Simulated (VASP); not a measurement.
Input of a VASP 6.6.1 run:

File INCAR:

```
SYSTEM = Si7Ge
ALGO = Normal
EDIFF = 1E-6
ENCUT = 520
GGA = PS
ISIF = 2
ISMEAR = 0
LASPH = .TRUE.
LCHARG = .FALSE.
LREAL = .FALSE.
LWAVE = .FALSE.
NBANDS = 31
NELM = 80
PREC = Accurate
SIGMA = 0.01
```

File KPOINTS:

```
k-points
0
G
  8 8 8
  0 0 0
```

POSCAR

```
Si7Ge
1.0
    5.4999541471      0.0000000000      0.0000000000
    0.0000000000      5.4999541471      0.0000000000
    0.0000000000      0.0000000000      5.4999541471
Si Ge
7 1
Direct
    0.2526208403      0.2526208403      0.2526208403
    0.0000000000      0.5000000000      0.5000000000
    0.5000000000      0.5000000000      0.0000000000
    0.5000000000      0.0000000000      0.5000000000
    0.7473791597      0.2526208403      0.7473791597
    0.7473791597      0.7473791597      0.2526208403
    0.2526208403      0.7473791597      0.7473791597
    0.0000000000      0.0000000000      0.0000000000
```

Potentials or basis: VASP PAW PBE potentials, release 64 (Si, Ge_d).

Run with:

```console
$ cat potpaw_PBE.64/Si/POTCAR potpaw_PBE.64/Ge_d/POTCAR > POTCAR
$ mpirun -np 1 vasp_std > vasp.out
```

(1) Predict the pressure.

(2) What does it give for the largest force?

(3) What does it give for the band gap on the k mesh?

Results:

(1) -1.9 GPa.

(2) 0.010 eV/Å.

(3) 0.32 eV, direct.

Caveat: the PAW data sets were made with another functional, which shifts forces and pressure a little.
